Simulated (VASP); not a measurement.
Crystal: Ti.

```
Ti
1.0
     0.00000    2.03000    2.03000
     2.03000    0.00000    2.03000
     2.03000    2.03000    0.00000
Ti
1
Direct
  0.00000 0.00000 0.00000
```

```yaml
Program: VASP 6.6.1
Task: relaxation of cell and atoms
Functional: PBE
Dispersion: D3(BJ)
Potentials_or_basis: VASP PAW PBE potentials, release 64 (Ti_sv)
Cutoff: 600 eV
k_mesh: 18 × 18 × 18
Occupations: gaussian, width 0.1 eV
Spin: no spin polarisation
```

At the start: pressure -2.2 GPa; volume 16.73 Å³/atom.

Question: How do energy, volume and symmetry change on relaxing?

Answer: Over 3 steps the energy falls by 2.3 meV/atom and the volume is 16.40 Å³/atom (-2.0 %); space group Fm-3m (No. 225, to 0.05 Å).

The path:
```tsv
step	energy change (eV)	largest force (eV/Å)	pressure (GPa)	volume (Å³)
1	0.0000	0.0000	-2.18	16.73
2	-0.0012	0.0000	1.53	16.19
3	-0.0023	0.0000	-0.02	16.40
```

Final structure:
```xyz
1
Lattice="0.0000 2.0167 2.0167 2.0167 0.0000 2.0167 2.0167 2.0167 0.0000" Properties=species:S:1:pos:R:3 pbc="T T T"
Ti    0.0000    0.0000    0.0000
```

Caveat: pairwise dispersion overbinds metals, which lowers pressure and volume.
